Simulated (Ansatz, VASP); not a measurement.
# Pd in VASP and in Ansatz

Contents of INCAR:

```
SYSTEM = Pd
ALGO = Normal ; EDIFF = 1E-7
ENCUT = 520 ; ISIF = 2
ISMEAR = 1 ; ISPIN = 2
LASPH = .TRUE. ; LCHARG = .FALSE.
LMAXMIX = 4 ; LORBIT = 11
LREAL = .FALSE. ; LWAVE = .FALSE.
MAGMOM = 0.5 ; NBANDS = 15
NELM = 150 ; PREC = Accurate
SIGMA = 1.0
```

File KPOINTS:

```
k-points
0
G
  14 14 14
  0 0 0
```

The input POSCAR:

```
Pd
1.0
    0.0000000000      1.9202771092      1.9202771092
    1.9202771092      0.0000000000      1.9202771092
    1.9202771092      1.9202771092      0.0000000000
Pd
1
Direct
    0.0000000000      0.0000000000      0.0000000000
```

Input for Ansatz:

```yaml
crystal:
  lattice:
    - [0.0, 1.9202771092, 1.9202771092]
    - [1.9202771092, 0.0, 1.9202771092]
    - [1.9202771092, 1.9202771092, 0.0]
  atoms:
    - { symbol: Pd, position: [0.0, 0.0, 0.0], spin: 0.5 }
hamiltonian:
  xc: lda
  pseudopotentials:
    kind: paw
    azcp:
      Pd: "pseudopotentials/Pd.paw.azcp"
basis:
  ecutwfc: 420
  fft_grid_basis: typed
kpoints:
  mp_grid: { grid: [14, 14, 14], shift: [0, 0, 0] }
magnetization:
  spin_polarized: true
scf:
  occupations: { method: methfessel_paxton, width: 1.0 }
  lower_state_search: "off"
output:
  stress: true
```

Alike in both runs: task single point; functional LDA; k mesh 14 × 14 × 14; occupations methfessel-paxton of order 1, width 1 eV; collinear spin.

|  | VASP | Ansatz |
| --- | --- | --- |
| version | VASP 6.6.1 | Ansatz 0.2.0 |
| potentials or method | VASP PAW LDA potentials, release 64 (Pd), cutoff 520 eV | plane waves (420 eV) with PAW, scalar-relativistic |
| valence electrons in the cell | 10 | 18 |

```csv
,VASP,Ansatz,Ansatz less VASP
pressure (GPa),0.1,-0.2,-0.25
net moment per atom (μB),0.00,0.00,0.000
```

Ansatz warns that its potentials were made for another functional, while VASP's fit it. LDA's correlation is that of Perdew and Zunger in VASP and of Perdew and Wang (1992) in Ansatz. VASP's potentials hold 10 valence electrons a cell and Ansatz's 18, so a difference there can come from the potentials and not from the codes. Ansatz's warnings: seeded moment not kept, stability check not made.
